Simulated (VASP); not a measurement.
Input of a VASP 6.6.1 run:

File INCAR:

```
ALGO = Normal
EDIFF = 1E-6
ENCUT = 520
GGA = PE
ISIF = 2
ISMEAR = 0
LASPH = T
LCHARG = T
LELF = T
LREAL = F
LVHAR = T
LWAVE = F
NBANDS = 26
NELM = 80
PREC = Accurate
SIGMA = 0.2
```

Contents of KPOINTS:

```
k-points
0
Gamma
  7 7 7
```

File POSCAR:

```
Si3IrRu
1.0
   -1.6057053458      1.6057053458      6.5758219449
    1.6057053458     -1.6057053458      6.5758219449
    1.6057053458      1.6057053458     -6.5758219449
Si Ru Ir
3 1 1
Direct
    0.8038028656      0.8038028656      0.0000000000
    0.0004409201      0.0004409201      0.0000000000
    0.1959310269      0.1959310269      0.0000000000
    0.6152498908      0.6152498908      0.0000000000
    0.3845752966      0.3845752966      0.0000000000
```

Potentials or basis: VASP PAW PBE potentials, release 64 (Si, Ru_pv, Ir).

Launch:

```bash
$ cat potpaw_PBE.64/Si/POTCAR potpaw_PBE.64/Ru_pv/POTCAR potpaw_PBE.64/Ir/POTCAR > POTCAR
$ mpirun -np 1 vasp_std > vasp.out
```

(1) What does it give for the pressure?

(2) Estimate the largest force.

## Answers

(1) 0.4 GPa.

(2) 0.046 eV/Å.

Caveat: the k points lie up to 0.40 Å⁻¹ apart.
